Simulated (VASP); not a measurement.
# NaF (hb.bB) (Fm-3m) in VASP: single point with PBE

Aim: the single point of NaF (hb.bB) with PBE.

Everything below comes from runs of VASP 6.6.1. Logs are shortened: lines on timing, memory, paths and dates and some standing lists are left out, and cuts for length are marked.

## Step 1: The cell of the first run

It takes space group Fm-3m (No. 225, cubic). Conventional cell: a = 4.701 Å, b = 4.701 Å, c = 4.701 Å, α = 90.00°, β = 90.00°, γ = 90.00°. Na (site symmetry m-3m) has 6 F at 2.35 Å within 3.1 Å. F (site symmetry m-3m) has 6 Na at 2.35 Å within 3.1 Å.

## Step 2: Single point, PBE

The input, INCAR:

```
SYSTEM = NaF
PREC = Accurate
ENCUT = 600
EDIFF = 1E-6
ISMEAR = 0
SIGMA = 0.02
LREAL = .FALSE.
LASPH = .TRUE.
NELM = 120
ALGO = Normal
ISIF = 2
LWAVE = .FALSE.
LCHARG = .TRUE.
GGA = PE
LELF = .TRUE.
LVHAR = .TRUE.
NBANDS = 14
GGA_COMPAT = .FALSE.
```

The input, KPOINTS:

```
Automatic mesh
0
G
  8 8 8
  0 0 0
```

The input, POSCAR:

```
NaF
1.0
    0.0000000000      2.3505459838      2.3505459838
    2.3505459838      0.0000000000      2.3505459838
    2.3505459838      2.3505459838      0.0000000000
Na F
1 1
Direct
    0.0000000000      0.0000000000      0.0000000000
    0.5000000000      0.5000000000      0.5000000000
```

Potentials or basis: VASP PAW PBE potentials, release 64 (Na_pv, F).

Started as:

```bash
$ cat potpaw_PBE.64/Na_pv/POTCAR potpaw_PBE.64/F/POTCAR > POTCAR
$ mpirun -np 1 vasp_std > vasp.out
```

OUTCAR:

```text
SYSTEM = NaF
   PREC = Accurate
   ENCUT = 600
   EDIFF = 1E-6
   ISMEAR = 0
   LREAL = .FALSE.
   LASPH = .TRUE.
   NELM = 120
   ISIF = 2
   GGA = PE

 ion  position               nearest neighbor table
   1  0.000  0.000  0.000-
   2  0.500  0.500  0.500-

  LATTYP: Found a face centered cubic cell.
 ALAT       =     4.7010919676

  Lattice vectors:

 A1 = (   0.0000000000,   2.3505459838,   2.3505459838)
 A2 = (   2.3505459838,   0.0000000000,   2.3505459838)
 A3 = (   2.3505459838,   2.3505459838,   0.0000000000)

Analysis of symmetry for initial positions (statically):
=====================================================================
 Subroutine PRICEL returns:
 Original cell was already a primitive cell.

 Routine SETGRP: Setting up the symmetry group for a
 face centered cubic supercell.

 Subroutine GETGRP returns: Found 48 space group operations
 (whereof 48 operations were pure point group operations)
 out of a pool of 48 trial point group operations.

The static configuration has the point symmetry O_h .

Analysis of symmetry for dynamics (positions and initial velocities):
=====================================================================
 Subroutine PRICEL returns:
 Original cell was already a primitive cell.

 Routine SETGRP: Setting up the symmetry group for a
 face centered cubic supercell.

 Subroutine GETGRP returns: Found 48 space group operations
 (whereof 48 operations were pure point group operations)
 out of a pool of 48 trial point group operations.

The dynamic configuration has the point symmetry O_h .

 Subroutine INISYM returns: Found 48 space group operations
 (whereof 48 operations are pure point group operations),
 and found     1 'primitive' translations

----------------------------------------------------------------------------------------

                                     Primitive cell

  volume of cell :      25.9738

  direct lattice vectors                    reciprocal lattice vectors
     0.000000000  2.350545984  2.350545984    -0.212716536  0.212716536  0.212716536
     2.350545984  0.000000000  2.350545984     0.212716536 -0.212716536  0.212716536
     2.350545984  2.350545984  0.000000000     0.212716536  0.212716536 -0.212716536

  length of vectors
     3.324174009  3.324174009  3.324174009     0.368435848  0.368435848  0.368435848

  position of ions in fractional coordinates (direct lattice)
     0.000000000  0.000000000  0.000000000
     0.500000000  0.500000000  0.500000000

  ion indices of the primitive-cell ions
   primitive index   ion index
                 1           1
                 2           2

----------------------------------------------------------------------------------------

 KPOINTS: Automatic mesh

Automatic generation of k-mesh.
 Grid dimensions read from file:
 generate k-points for:    8    8    8

 Generating k-lattice:

  Cartesian coordinates                     Fractional coordinates (reciprocal lattice)
    -0.026589567  0.026589567  0.026589567     0.125000000  0.000000000  0.000000000
     0.026589567 -0.026589567  0.026589567     0.000000000  0.125000000  0.000000000
     0.026589567  0.026589567 -0.026589567     0.000000000  0.000000000  0.125000000

  Length of vectors
     0.046054481  0.046054481  0.046054481

  Shift w.r.t. Gamma in fractional coordinates (k-lattice)
     0.000000000  0.000000000  0.000000000

 Subroutine IBZKPT returns following result:
 ===========================================

 Found     29 irreducible k-points:

 Following reciprocal coordinates:
            Coordinates               Weight
  0.000000  0.000000  0.000000      1.000000
  0.125000  0.000000  0.000000      8.000000
  0.250000  0.000000  0.000000      8.000000
  0.375000  0.000000  0.000000      8.000000
  0.500000  0.000000  0.000000      4.000000
  0.125000  0.125000  0.000000      6.000000
[... 16 lines left out ...]
  0.500000  0.250000  0.125000     48.000000
 -0.375000  0.250000  0.125000     24.000000
 [... further k-points ...]
   k-points           NKPTS =     29   k-points in BZ     NKDIM =     29   number of bands    NBANDS=     14
   number of dos      NEDOS =    301   number of ions     NIONS =      2
   total plane-waves  NPLWV =  21952
   dimension x,y,z NGX =    28 NGY =   28 NGZ =   28
   dimension x,y,z NGXF=    56 NGYF=   56 NGZF=   56
   ions per type =               1   1
   NGX,Y,Z   is equivalent  to a cutoff of  14.00, 14.00, 14.00 a.u.
   NGXF,Y,Z  is equivalent  to a cutoff of  28.01, 28.01, 28.01 a.u.
 SYSTEM =  NaF
   PREC   = accura    normal or accurate (medium, high low for compatibility)
   ISTART =      0    job   : 0-new  1-cont  2-samecut
   ICHARG =      2    charge: 1-file 2-atom 10-const
   ISPIN  =      1    spin polarized calculation?
   LNONCOLLINEAR =      F non collinear calculations
   LSORBIT =      F    spin-orbit coupling
   LASPH  =      T    aspherical Exc in radial PAW
   ENCUT  =  600.0 eV  44.10 Ry    6.64 a.u.   6.64  6.64  6.64*2*pi/ulx,y,z
   NELM   =    120;   NELMIN=  2; NELMDL= -5     # of ELM steps
   EDIFF  = 0.1E-05   stopping-criterion for ELM
   LREAL  =      F    real-space projection
   EDIFFG = 0.1E-04   stopping-criterion for IOM
   NSW    =      0    number of steps for IOM
   IBRION =     -1    ionic relax: 0-MD 1-quasi-New 2-CG
   NFREE  =      0    steps in history (QN), initial steepest desc. (CG)
   ISIF   =      2    stress and relaxation
   ISYM   =      2    0-nonsym 1-usesym 2-fastsym
   POTIM  = 0.5000    time-step for ionic-motion
   TEBEG  =    0.0;   TEEND  =   0.0 temperature during run
   PSTRESS=    0.0 pullay stress
   NELECT =      14.0000    total number of electrons
   NUPDOWN=      -1.0000    fix difference up-down
   EMIN   =  10.00;   EMAX   =-10.00  energy-range for DOS
   EFERMI =   0.00;   METHOD = LEGACY
   ISMEAR =     0;   SIGMA  =   0.02  broadening in eV -4-tet -1-fermi 0-gaus
   EFERMI_NEDOS =   21; number of points for ismear=-14 and -15
   IALGO  =     38    algorithm
   IMIX   =      4    mixing-type and parameters
     AMIX     =   0.40;   BMIX     =  1.00
     AMIX_MAG =   1.60;   BMIX_MAG =  1.00
  volume/ion in A,a.u.               =      12.99        87.64
  Fermi-wavevector in a.u.,A,eV,Ry     =   1.332310  2.517702 24.151036  1.775051
  Thomas-Fermi vector in A             =   2.461255
   LORBIT       =      0    0 simple, 1 ext, 2 COOP (PROOUT), +10 PAW based schemes
   GGA     = PE    functional components
   LHFCALC =     F    Hartree Fock is set to
   AEXX    =    0.0000 exact exchange contribution
   IVDW    =     0    specifies the selected vdW correction
   LEPSILON=     F    determine dielectric tensor
   LRPA    =     F    only Hartree local field effects (RPA)
 non-spin polarized calculation
 Gauss-broadening in eV      SIGMA  =   0.02
  energy-cutoff  :      600.00
  volume of cell :       25.97
 maximum number of plane-waves:       893
   NGX = 13   NGY = 13   NGZ = 13

 number of electron      14.0000002 magnetization

 Free energy of the ion-electron system (eV)
  ---------------------------------------------------
  ext. energy  EPLUGINS =         0.00000000
  ---------------------------------------------------
  free energy    TOTEN  =        -8.57122363 eV

  energy without entropy =       -8.57122363  energy(sigma->0) =       -8.57122363

 E-fermi :  -2.0947     XC(G=0):  -8.9510

 val. band max:       -2.2681709847   @ k =   0.0000   0.0000   0.0000
 cond. band min:       3.8062967025   @ k =   0.0000   0.0000   0.0000
 fundamental gap:      6.0744676872
 Fermi energy:        -2.0946913509

 k-point     1 :       0.0000    0.0000    0.0000
  band No.  band energies     occupation
      1     -21.3720      2.00000
      2     -21.3441      2.00000
      3     -21.3441      2.00000
      4     -21.3441      2.00000
      5      -2.2682      2.00000
      6      -2.2682      2.00000
      7      -2.2682      2.00000
      8       3.8063      0.00000
      9      16.4011      0.00000
     10      16.4011      0.00000
     11      16.4011      0.00000
     12      19.1794      0.00000
     13      21.3052      0.00000
     14      21.3052      0.00000

 k-point     2 :       0.1250    0.0000    0.0000
  band No.  band energies     occupation
      1     -21.6334      2.00000
      2     -21.3457      2.00000
      3     -21.3457      2.00000
      4     -21.0647      2.00000
      5      -2.5473      2.00000
      6      -2.3030      2.00000
      7      -2.3030      2.00000
      8       4.3362      0.00000
      9      14.6899      0.00000
     10      16.6205      0.00000
     11      16.6205      0.00000
     12      20.6912      0.00000
     13      20.6912      0.00000
     14      20.9649      0.00000

 k-point     3 :       0.2500    0.0000    0.0000
  band No.  band energies     occupation
      1     -21.8536      2.00000
      2     -21.3495      2.00000
      3     -21.3495      2.00000
      4     -20.8007      2.00000
      5      -3.1139      2.00000
      6      -2.3861      2.00000
      7      -2.3861      2.00000
      8       5.6238      0.00000
      9      12.6025      0.00000
     10      17.0900      0.00000
     11      17.0901      0.00000
     12      20.0161      0.00000
     13      20.0162      0.00000
     14      21.4358      0.00000
[... 324 lines left out ...]
 k-point    23 :       0.5000    0.2500    0.1250
  band No.  band energies     occupation
      1     -21.8839      2.00000
      2     -21.3882      2.00000
      3     -21.3648      2.00000
      4     -20.6999      2.00000
      5      -3.4333      2.00000
      6      -2.7382      2.00000
      7      -2.5448      2.00000
      8       8.0787      0.00000
      9      11.0482      0.00000
     10      14.6801      0.00000
     11      16.5126      0.00000
     12      18.8493      0.00000
     13      20.8343      0.00000
     14      24.7600      0.00000

 k-point    24 :      -0.3750    0.2500    0.1250
  band No.  band energies     occupation
      1     -21.8995      2.00000
      2     -21.3909      2.00000
      3     -21.3708      2.00000
      4     -20.6700      2.00000
      5      -3.5014      2.00000
      6      -2.8098      2.00000
      7      -2.5810      2.00000
      8       9.2378      0.00000
      9      10.1042      0.00000
     10      14.4055      0.00000
     11      16.2072      0.00000
     12      19.4075      0.00000
     13      20.4299      0.00000
     14      25.0429      0.00000

 [... further k-points ...]

------------------------ aborting loop because EDIFF is reached ----------------------------------------

  FORCE on cell =-STRESS in cart. coord.  units (eV):
  Direction    XX          YY          ZZ          XY          YZ          ZX
  --------------------------------------------------------------------------------------
  -------------------------------------------------------------------------------------
  Total       -0.0411473     -0.0411473     -0.0411473      0.0000000     -0.0000000      0.0000000
  in kB       -2.5381428     -2.5381428     -2.5381428      0.0000000     -0.0000000      0.0000000
  external PRESSURE =      -2.5381428 kB  Pullay stress =       0.0000000 kB

 VOLUME and BASIS-vectors are now :
 -----------------------------------------------------------------------------
  energy-cutoff  :      600.00
  volume of cell :       25.97
      direct lattice vectors                 reciprocal lattice vectors
     0.000000000  2.350545984  2.350545984    -0.212716536  0.212716536  0.212716536
     2.350545984  0.000000000  2.350545984     0.212716536 -0.212716536  0.212716536
     2.350545984  2.350545984  0.000000000     0.212716536  0.212716536 -0.212716536

 POSITION                                       TOTAL-FORCE (eV/Angst)
 -----------------------------------------------------------------------------------
      0.00000      0.00000      0.00000        -0.000000      0.000000     -0.000000
      2.35055      2.35055      2.35055         0.000000     -0.000000      0.000000
 -----------------------------------------------------------------------------------
    total drift:                                0.000000      0.000000      0.000000

  FREE ENERGIE OF THE ION-ELECTRON SYSTEM (eV)
  ---------------------------------------------------
  free  energy   TOTEN  =        -8.5712236272 eV

  energy  without entropy=       -8.5712236272  energy(sigma->0) =       -8.57122363
```

Run time: 22 s. Hardware: 1 thread of Intel Xeon 8259CL, shared host; peak memory 0.15 GiB.

What came out:

```
Free energy            : -8.5712 eV
Pressure               : -0.3 GPa
Band gap on the k mesh : 6.07 eV, direct
```
